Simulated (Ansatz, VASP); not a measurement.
Rh: VASP beside Ansatz

The input INCAR:

```
PREC = Accurate
ENCUT = 520
EDIFF = 1E-6
ISMEAR = -1
SIGMA = 0.05
LREAL = False
LASPH = True
NELM = 80
ALGO = Normal
ISIF = 2
LWAVE = False
LCHARG = False
GGA = PE
NBANDS = 14
```

KPOINTS

```
regular mesh
0
Gamma
  16 16 16
```

POSCAR

```
Rh
1.0
    0.0000000000      1.9010831212      1.9440174965
    1.9010831212      0.0000000000      1.9440174965
    1.9010831212      1.9010831212      0.0000000000
Rh
1
Direct
    0.0000000000      0.0000000000      0.0000000000
```

Input for Ansatz:

```yaml
crystal:
  lattice:
    - [0.0, 1.9010831212, 1.9440174965]
    - [1.9010831212, 0.0, 1.9440174965]
    - [1.9010831212, 1.9010831212, 0.0]
  atoms:
    - { symbol: Rh, position: [0.0, 0.0, 0.0] }
kpoints:
  mp_grid: { grid: [16, 16, 16] }
scf:
  occupations: { method: fermi_dirac, width: 0.05 }
hamiltonian:
  xc: pbe
  pseudopotentials: { kind: all_electron, lapw: { basis_error: 0.0005 } }
output:
  forces: true
  stress: true
  eigenvalues: true
```

Change from the starting cell: z stretched by +1.5 % at fixed volume.

Alike in both runs: task single point; functional PBE; k mesh 16 × 16 × 16; occupations fermi-dirac, width 0.05 eV; no spin polarisation.

|  | VASP | Ansatz |
| --- | --- | --- |
| version | VASP 6.6.1 | Ansatz 0.2.0 |
| potentials or method | VASP PAW PBE potentials, release 64 (Rh_pv), cutoff 520 eV | all-electron LAPW, scalar-relativistic |

VASP gave:

| Quantity | Value |
| --- | --- |
| pressure (GPa) | 0.2 |
| traceless stress, the component that is largest in VASP (GPa) | -3.40 |

Problem. Estimate Ansatz's values.

Solution. Pressure (GPa): 0.0; traceless stress, the component that is largest in VASP (GPa): -3.41.

Ansatz ran all-electron here, and VASP with PAW potentials.
